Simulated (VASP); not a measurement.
# AgI2 (P-4m2) in VASP: notebook, part 3 of 4

VASP 6.6.1. The steps go on from the part before.

## Step 4: Single point, PBEsol

INCAR

```
ALGO     = Normal         # electronic algorithm
EDIFF    = 1E-6           # SCF threshold, eV
ENCUT    = 520            # plane-wave cutoff, eV
GGA      = PS             # functional
ISIF     = 2              # what is computed and relaxed
ISMEAR   = 0              # smearing method
LASPH    = True           # aspherical terms in the spheres
LCHARG   = True           # write CHGCAR
LELF     = True           # ELF
LREAL    = False          # projectors in reciprocal space
LVHAR    = True         
LWAVE    = False          # write WAVECAR
NBANDS   = 20             # bands
NELM     = 100            # most SCF steps
PREC     = Accurate       # precision mode
SIGMA    = 0.1            # smearing width, eV
```

KPOINTS

```
k-points
0
Gamma
  10 10 8
```

POSCAR

```
AgI2
1.0
    4.0627002990      0.0000000000      0.0000000000
    0.0000000000      4.0627002990      0.0000000000
    0.0000000000      0.0000000000      6.1833113624
Ag I
1 2
Direct
    0.0000000000      0.0000000000      0.5000000000
    0.5000000000      0.0000000000      0.7910272197
    0.0000000000      0.5000000000      0.2089727803
```

Potentials or basis: VASP PAW PBE potentials, release 64 (Ag, I).

On the command line:

```sh
$ cat potpaw_PBE.64/Ag/POTCAR potpaw_PBE.64/I/POTCAR > POTCAR
$ mpirun -np 1 vasp_std > vasp.out
```

OUTCAR:

```text
EDIFF = 1E-6
   ENCUT = 520
   GGA = PS
   ISIF = 2
   ISMEAR = 0
   LASPH = True
   LREAL = False
   NELM = 100
   PREC = Accurate

 ion  position               nearest neighbor table
   1  0.000  0.000  0.500-   2 2.71   3 2.71   3 2.71   2 2.71
   2  0.500  0.000  0.791-   1 2.71   1 2.71
   3  0.000  0.500  0.209-   1 2.71   1 2.71

  LATTYP: Found a simple tetragonal cell.
 ALAT       =     4.0627002990
 C/A-ratio  =     1.5219708340

  Lattice vectors:

 A1 = (   4.0627002990,   0.0000000000,   0.0000000000)
 A2 = (   0.0000000000,   4.0627002990,   0.0000000000)
 A3 = (   0.0000000000,   0.0000000000,   6.1833113624)

Analysis of symmetry for initial positions (statically):
=====================================================================
 Subroutine PRICEL returns:
 Original cell was already a primitive cell.

 Routine SETGRP: Setting up the symmetry group for a
 simple tetragonal supercell.

 Subroutine GETGRP returns: Found  8 space group operations
 (whereof  8 operations were pure point group operations)
 out of a pool of 16 trial point group operations.

The static configuration has the point symmetry D_2d.

Analysis of symmetry for dynamics (positions and initial velocities):
=====================================================================
 Subroutine PRICEL returns:
 Original cell was already a primitive cell.

 Routine SETGRP: Setting up the symmetry group for a
 simple tetragonal supercell.

 Subroutine GETGRP returns: Found  8 space group operations
 (whereof  8 operations were pure point group operations)
 out of a pool of 16 trial point group operations.

The dynamic configuration has the point symmetry D_2d.

 Subroutine INISYM returns: Found  8 space group operations
 (whereof  8 operations are pure point group operations),
 and found     1 'primitive' translations

----------------------------------------------------------------------------------------

                                     Primitive cell

  volume of cell :     102.0589

  direct lattice vectors                    reciprocal lattice vectors
     4.062700299  0.000000000  0.000000000     0.246141710  0.000000000  0.000000000
     0.000000000  4.062700299  0.000000000     0.000000000  0.246141710  0.000000000
     0.000000000  0.000000000  6.183311362     0.000000000  0.000000000  0.161725642

  length of vectors
     4.062700299  4.062700299  6.183311362     0.246141710  0.246141710  0.161725642

  position of ions in fractional coordinates (direct lattice)
     0.000000000  0.000000000  0.500000000
     0.500000000  0.000000000  0.791027220
     0.000000000  0.500000000  0.208972780

  ion indices of the primitive-cell ions
   primitive index   ion index
                 1           1
                 2           2
                 3           3

----------------------------------------------------------------------------------------

 KPOINTS: k-points

Automatic generation of k-mesh.
 Grid dimensions read from file:
 generate k-points for:   10   10    8

 Generating k-lattice:

  Cartesian coordinates                     Fractional coordinates (reciprocal lattice)
     0.024614171  0.000000000  0.000000000     0.100000000  0.000000000  0.000000000
     0.000000000  0.024614171  0.000000000     0.000000000  0.100000000  0.000000000
     0.000000000  0.000000000  0.020215705     0.000000000  0.000000000  0.125000000

  Length of vectors
     0.024614171  0.024614171  0.020215705

  Shift w.r.t. Gamma in fractional coordinates (k-lattice)
     0.000000000  0.000000000  0.000000000

 Subroutine IBZKPT returns following result:
 ===========================================

 Found    105 irreducible k-points:

 Following reciprocal coordinates:
            Coordinates               Weight
  0.000000  0.000000  0.000000      1.000000
  0.100000  0.000000  0.000000      4.000000
  0.200000  0.000000  0.000000      4.000000
  0.300000  0.000000  0.000000      4.000000
  0.400000  0.000000  0.000000      4.000000
  0.500000  0.000000  0.000000      2.000000
[... 16 lines left out ...]
  0.100000  0.000000  0.125000      8.000000
  0.200000  0.000000  0.125000      8.000000
 [... further k-points ...]
   k-points           NKPTS =    105   k-points in BZ     NKDIM =    105   number of bands    NBANDS=     20
   number of dos      NEDOS =    301   number of ions     NIONS =      3
   total plane-waves  NPLWV =  43200
   dimension x,y,z NGX =    30 NGY =   30 NGZ =   48
   dimension x,y,z NGXF=    60 NGYF=   60 NGZF=   96
   ions per type =               1   2
   NGX,Y,Z   is equivalent  to a cutoff of  12.28, 12.28, 12.91 a.u.
   NGXF,Y,Z  is equivalent  to a cutoff of  24.55, 24.55, 25.81 a.u.
 SYSTEM =  unknown system
   PREC   = accura    normal or accurate (medium, high low for compatibility)
   ISTART =      0    job   : 0-new  1-cont  2-samecut
   ICHARG =      2    charge: 1-file 2-atom 10-const
   ISPIN  =      1    spin polarized calculation?
   LNONCOLLINEAR =      F non collinear calculations
   LSORBIT =      F    spin-orbit coupling
   LASPH  =      T    aspherical Exc in radial PAW
   ENCUT  =  520.0 eV  38.22 Ry    6.18 a.u.   7.55  7.55 11.50*2*pi/ulx,y,z
   NELM   =    100;   NELMIN=  2; NELMDL= -5     # of ELM steps
   EDIFF  = 0.1E-05   stopping-criterion for ELM
   LREAL  =      F    real-space projection
   EDIFFG = 0.1E-04   stopping-criterion for IOM
   NSW    =      0    number of steps for IOM
   IBRION =     -1    ionic relax: 0-MD 1-quasi-New 2-CG
   NFREE  =      0    steps in history (QN), initial steepest desc. (CG)
   ISIF   =      2    stress and relaxation
   ISYM   =      2    0-nonsym 1-usesym 2-fastsym
   POTIM  = 0.5000    time-step for ionic-motion
   TEBEG  =    0.0;   TEEND  =   0.0 temperature during run
   PSTRESS=    0.0 pullay stress
   NELECT =      25.0000    total number of electrons
   NUPDOWN=      -1.0000    fix difference up-down
   EMIN   =  10.00;   EMAX   =-10.00  energy-range for DOS
   EFERMI =   0.00;   METHOD = LEGACY
   ISMEAR =     0;   SIGMA  =   0.10  broadening in eV -4-tet -1-fermi 0-gaus
   EFERMI_NEDOS =   21; number of points for ismear=-14 and -15
   IALGO  =     38    algorithm
   IMIX   =      4    mixing-type and parameters
     AMIX     =   0.40;   BMIX     =  1.00
     AMIX_MAG =   1.60;   BMIX_MAG =  1.00
  volume/ion in A,a.u.               =      34.02       229.58
  Fermi-wavevector in a.u.,A,eV,Ry     =   1.024325  1.935694 14.275811  1.049243
  Thomas-Fermi vector in A             =   2.158106
   LORBIT       =      0    0 simple, 1 ext, 2 COOP (PROOUT), +10 PAW based schemes
   GGA     = PS    functional components
   LHFCALC =     F    Hartree Fock is set to
   AEXX    =    0.0000 exact exchange contribution
   IVDW    =     0    specifies the selected vdW correction
   LEPSILON=     F    determine dielectric tensor
   LRPA    =     F    only Hartree local field effects (RPA)
 non-spin polarized calculation
 Gauss-broadening in eV      SIGMA  =   0.10
  energy-cutoff  :      520.00
  volume of cell :      102.06
 maximum number of plane-waves:      2791
   NGX = 15   NGY = 15   NGZ = 23

 number of electron      24.9999999 magnetization

 Free energy of the ion-electron system (eV)
  ---------------------------------------------------
  ext. energy  EPLUGINS =         0.00000000
  ---------------------------------------------------
  free energy    TOTEN  =        -6.87897293 eV

  energy without entropy =       -6.86270133  energy(sigma->0) =       -6.87083713

 E-fermi :   3.2653     XC(G=0):  -8.9606

 val. band max:        3.2651638880   @ k =   0.4000   0.0000   0.3750
 cond. band min:       3.2705807480   @ k =   0.1000   0.1000   0.2500
 fundamental gap:      0.0054168600
 Fermi energy:         3.2652760869

 k-point     1 :       0.0000    0.0000    0.0000
  band No.  band energies     occupation
      1      -9.4387      2.00000
      2      -8.5938      2.00000
      3      -1.0485      2.00000
      4      -0.9333      2.00000
      5      -0.9333      2.00000
      6      -0.6235      2.00000
[... 12 lines left out ...]
     19      11.0389      0.00000
     20      13.3485      0.00000

 k-point     2 :       0.1000    0.0000    0.0000
  band No.  band energies     occupation
      1      -9.4006      2.00000
      2      -8.5909      2.00000
      3      -1.1019      2.00000
      4      -0.9278      2.00000
      5      -0.8263      2.00000
      6      -0.6062      2.00000
[... 498 lines left out ...]
 k-point    24 :       0.2000    0.0000    0.1250
  band No.  band energies     occupation
      1      -9.2727      2.00000
      2      -8.6142      2.00000
      3      -1.1738      2.00000
      4      -0.9199      2.00000
      5      -0.6951      2.00000
      6      -0.5165      2.00000
[... 12 lines left out ...]
     19      11.3366      0.00000
     20      13.0892      0.00000

 [... further k-points ...]
[... 5 lines left out ...]
  --------------------------------------------------------------------------------------
  -------------------------------------------------------------------------------------
  Total       -0.0126372     -0.0126372     -0.0146973      0.0000000     -0.0000000      0.0000000
  in kB       -0.1983854     -0.1983854     -0.2307262      0.0000000     -0.0000000      0.0000000
  external PRESSURE =      -0.2091657 kB  Pullay stress =       0.0000000 kB

 VOLUME and BASIS-vectors are now :
 -----------------------------------------------------------------------------
  energy-cutoff  :      520.00
  volume of cell :      102.06
      direct lattice vectors                 reciprocal lattice vectors
     4.062700299  0.000000000  0.000000000     0.246141710  0.000000000  0.000000000
     0.000000000  4.062700299  0.000000000     0.000000000  0.246141710  0.000000000
     0.000000000  0.000000000  6.183311362     0.000000000  0.000000000  0.161725642

 POSITION                                       TOTAL-FORCE (eV/Angst)
 -----------------------------------------------------------------------------------
      0.00000      0.00000      3.09166        -0.000000     -0.000000      0.000000
      2.03135      0.00000      4.89117        -0.000000     -0.000000     -0.006610
      0.00000      2.03135      1.29214         0.000000      0.000000      0.006610
 -----------------------------------------------------------------------------------
    total drift:                                0.000000      0.000000      0.000000

  FREE ENERGIE OF THE ION-ELECTRON SYSTEM (eV)
  ---------------------------------------------------
  free  energy   TOTEN  =        -6.8789729306 eV

  energy  without entropy=       -6.8627013329  energy(sigma->0) =       -6.87083713
```

It took 4.6 min on 1 thread of Intel Xeon Platinum 8259CL at 2.50GHz (Skylake/Cascade Lake), shared host; peak memory 0.34 GiB.

What came out:

```yaml
Free_energy: -6.8790 eV
Pressure: 0.0 GPa
Largest_force: 0.007 eV/Å
```

Forces in eV/Å, atoms in the order of the input:
```
Ag   0.000  0.000  0.000
I    0.000  0.000 -0.007
I    0.000  0.000  0.007
```

Caveat: the PAW data sets were made with another functional, which shifts forces and pressure a little; spin-orbit coupling is left out, which moves the levels of the heavy elements; an odd number of electrons without spin polarisation forces a metal; a magnetic or distorted state may lie lower.

## Step 5: Relaxation of cell and atoms, PBEsol

INCAR

```
PREC = Accurate
ENCUT = 600
EDIFF = 1E-6
ISMEAR = 0
SIGMA = 0.1
LREAL = False
LASPH = True
NELM = 100
ALGO = Normal
ISIF = 3
LWAVE = False
LCHARG = False
GGA = PS
IBRION = 2
NSW = 100
EDIFFG = -0.005
```

KPOINTS

```
Automatic mesh
0
Gamma
  10 10 8
```

POSCAR is that of step 4.

Potentials or basis: VASP PAW PBE potentials, release 64 (Ag, I).

On the command line:

```sh
$ cat potpaw_PBE.64/Ag/POTCAR potpaw_PBE.64/I/POTCAR > POTCAR
$ mpirun -np 1 vasp_std > vasp.out
```

OUTCAR:

```text
PREC = Accurate
   ENCUT = 600
   EDIFF = 1E-6
   ISMEAR = 0
   LREAL = False
   LASPH = True
   NELM = 100
   ISIF = 3
   GGA = PS
   IBRION = 2
   NSW = 100
   EDIFFG = -0.005

 ion  position               nearest neighbor table
   1  0.000  0.000  0.500-   2 2.71   3 2.71   3 2.71   2 2.71
   2  0.500  0.000  0.791-   1 2.71   1 2.71
   3  0.000  0.500  0.209-   1 2.71   1 2.71

  LATTYP: Found a simple tetragonal cell.
 ALAT       =     4.0627002990
 C/A-ratio  =     1.5219708340

  Lattice vectors:

 A1 = (   4.0627002990,   0.0000000000,   0.0000000000)
 A2 = (   0.0000000000,   4.0627002990,   0.0000000000)
 A3 = (   0.0000000000,   0.0000000000,   6.1833113624)

Analysis of symmetry for initial positions (statically):
=====================================================================
 Subroutine PRICEL returns:
 Original cell was already a primitive cell.

 Routine SETGRP: Setting up the symmetry group for a
 simple tetragonal supercell.

 Subroutine GETGRP returns: Found  8 space group operations
 (whereof  8 operations were pure point group operations)
 out of a pool of 16 trial point group operations.

The static configuration has the point symmetry D_2d.

Analysis of symmetry for dynamics (positions and initial velocities):
=====================================================================
 Subroutine PRICEL returns:
 Original cell was already a primitive cell.

 Routine SETGRP: Setting up the symmetry group for a
 simple tetragonal supercell.

 Subroutine GETGRP returns: Found  8 space group operations
 (whereof  8 operations were pure point group operations)
[... 171 lines left out ...]
     0.000000000  4.062700299  0.000000000     0.000000000  0.246141710  0.000000000
     0.000000000  0.000000000  6.183311362     0.000000000  0.000000000  0.161725642

 POSITION                                       TOTAL-FORCE (eV/Angst)
 -----------------------------------------------------------------------------------
      0.00000      0.00000      3.09166         0.000000      0.000000      0.000000
      2.03135      0.00000      4.89117         0.000000      0.000000     -0.006874
      0.00000      2.03135      1.29214         0.000000      0.000000      0.006874
 -----------------------------------------------------------------------------------
    total drift:                                0.000000     -0.000000     -0.000000

  FREE ENERGIE OF THE ION-ELECTRON SYSTEM (eV)
  ---------------------------------------------------
  free  energy   TOTEN  =        -6.8789657138 eV

  energy  without entropy=       -6.8626940468  energy(sigma->0) =       -6.87082988

--------------------------------------- Ionic step        2  -------------------------------------------

 number of electron      25.0000000 magnetization

 Free energy of the ion-electron system (eV)
  ---------------------------------------------------
  ext. energy  EPLUGINS =         0.00000000
  ---------------------------------------------------
  free energy    TOTEN  =        -6.87897858 eV

  energy without entropy =       -6.86274071  energy(sigma->0) =       -6.87085964

 E-fermi :   3.2756     XC(G=0):  -8.9647

 val. band max:        3.2716816492   @ k =   0.1000   0.0000   0.3750
 cond. band min:       3.2756501415   @ k =   0.4000   0.0000   0.3750
 fundamental gap:      0.0039684923
 Fermi energy:         3.2756379336

 k-point     1 :       0.0000    0.0000    0.0000
  band No.  band energies     occupation
      1      -9.4335      2.00000
      2      -8.5869      2.00000
      3      -1.0442      2.00000
      4      -0.9281      2.00000
      5      -0.9281      2.00000
      6      -0.6174      2.00000
[... 433 lines left out ...]
      3      -1.1691      2.00000
      4      -0.9147      2.00000
      5      -0.6897      2.00000
      6      -0.5108      2.00000
[... 8 lines left out ...]
     15       8.6000      0.00000
     16       9.8466      0.00000

 [... further k-points ...]
[... 5 lines left out ...]
  --------------------------------------------------------------------------------------
  -------------------------------------------------------------------------------------
  Total        0.0009233      0.0009233      0.0063702      0.0000000     -0.0000000      0.0000000
  in kB        0.0145081      0.0145081      0.1000966      0.0000000     -0.0000000      0.0000000
  external PRESSURE =       0.0430376 kB  Pullay stress =       0.0000000 kB

 VOLUME and BASIS-vectors are now :
 -----------------------------------------------------------------------------
  energy-cutoff  :      600.00
  volume of cell :      101.96
      direct lattice vectors                 reciprocal lattice vectors
     4.061482411  0.000000000  0.000000000     0.246215519  0.000000000  0.000000000
     0.000000000  4.061482411 -0.000000000     0.000000000  0.246215519  0.000000000
     0.000000000 -0.000000000  6.181249044     0.000000000  0.000000000  0.161779600

 POSITION                                       TOTAL-FORCE (eV/Angst)
 -----------------------------------------------------------------------------------
      0.00000     -0.00000      3.09062         0.000000      0.000000      0.000000
      2.03074     -0.00000      4.88920         0.000000      0.000000     -0.000665
      0.00000      2.03074      1.29204         0.000000     -0.000000      0.000665
 -----------------------------------------------------------------------------------
    total drift:                                0.000000      0.000000      0.000000

  FREE ENERGIE OF THE ION-ELECTRON SYSTEM (eV)
  ---------------------------------------------------
  free  energy   TOTEN  =        -6.8789785820 eV

  energy  without entropy=       -6.8627407067  energy(sigma->0) =       -6.87085964

 reached required accuracy - stopping structural energy minimisation
```

CONTCAR:

```text
AgI2
   1.00000000000000
     4.0614824107955236    0.0000000000000000    0.0000000000000000
     0.0000000000000000    4.0614824107955236   -0.0000000000000000
     0.0000000000000000   -0.0000000000000000    6.1812490442043915
  Ag              I
     1     2
Direct
     0.0000000000000000    0.0000000000000000    0.5000000000000000
     0.5000000000000000    0.0000000000000000    0.7909735847905425
     0.0000000000000000    0.5000000000000000    0.2090264152094575

  0.00000000E+00  0.00000000E+00  0.00000000E+00
  0.00000000E+00  0.00000000E+00  0.00000000E+00
  0.00000000E+00  0.00000000E+00  0.00000000E+00
```

It took 4.9 min on 1 thread of Intel Xeon Platinum 8259CL at 2.50GHz (Skylake/Cascade Lake), shared host; peak memory 0.38 GiB.

Results:

- Free energy: -6.8790 eV
- Relaxed volume: 33.99 Å³/atom
- Relaxed cell: a = 4.061 Å, b = 4.061 Å, c = 6.181 Å, α = 90.00°, β = 90.00°, γ = 90.00°
- Space group after relaxing (to 0.05 Å): P-4m2 (No. 115)
- Energy gained by relaxing: 0.0 meV/atom
- Ionic steps: 2
- Pressure after relaxing: 0.0 GPa

Final structure:
```xyz
3
Lattice="4.0615 0.0000 0.0000 0.0000 4.0615 0.0000 0.0000 0.0000 6.1812" Properties=species:S:1:pos:R:3 pbc="T T T"
Ag    0.0000    0.0000    3.0906
I     2.0307    0.0000    4.8892
I     0.0000    2.0307    1.2920
```

Caveat: the PAW data sets were made with another functional, which shifts forces and pressure a little; spin-orbit coupling is left out, which moves the levels of the heavy elements; an odd number of electrons without spin polarisation forces a metal; a magnetic or distorted state may lie lower.

[end of part 3 of 4]
